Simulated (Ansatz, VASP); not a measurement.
Two plane-wave programs on MgO

```xyz
2
Lattice="0.0000 2.1351 2.1351 2.1351 0.0000 2.1351 2.1351 2.1351 0.0000" Properties=species:S:1:pos:R:3 pbc="T T T"
Mg    0.0000    0.0000   -0.2625
O     2.1351    2.1351    2.1351
```

Change from the starting cell: all Mg atoms moved +0.263 Å, as atom 1 towards its neighbour atom 2 (O) at 2.135 Å.

Alike in both runs: task single point; functional PBEsol; k mesh 10 × 10 × 10; occupations gaussian, width 0.05 eV; no spin polarisation.

```csv
,VASP,Ansatz
version,VASP 6.6.1,Ansatz 0.2.0
potentials or method,"VASP PAW PBE potentials, release 64 (Mg, O), cutoff 520 eV","scalar-relativistic, plane waves, PAW"
valence electrons in the cell,8,16
```

Ansatz gave:

- gap on the k mesh at the Fermi level (eV): 4.24
- least direct gap on the mesh (eV): 4.24
- pressure (GPa): 0.6
- traceless stress, the component that is largest in VASP (GPa): 14.83
- rms of the force components (eV/Å): 1.036

**Question.** What did VASP give for the same quantities?

**Answer.** gap on the k mesh at the Fermi level (eV): 4.24; least direct gap on the mesh (eV): 4.24; pressure (GPa): 0.2; traceless stress, the component that is largest in VASP (GPa): 15.07; rms of the force components (eV/Å): 1.050.

VASP's potentials were made for PBE, not for PBEsol. Atom by atom the forces differ by 0.014 eV/Å (rms over components). VASP's potentials hold 8 valence electrons a cell and Ansatz's 16, so a difference there can come from the potentials and not from the codes.
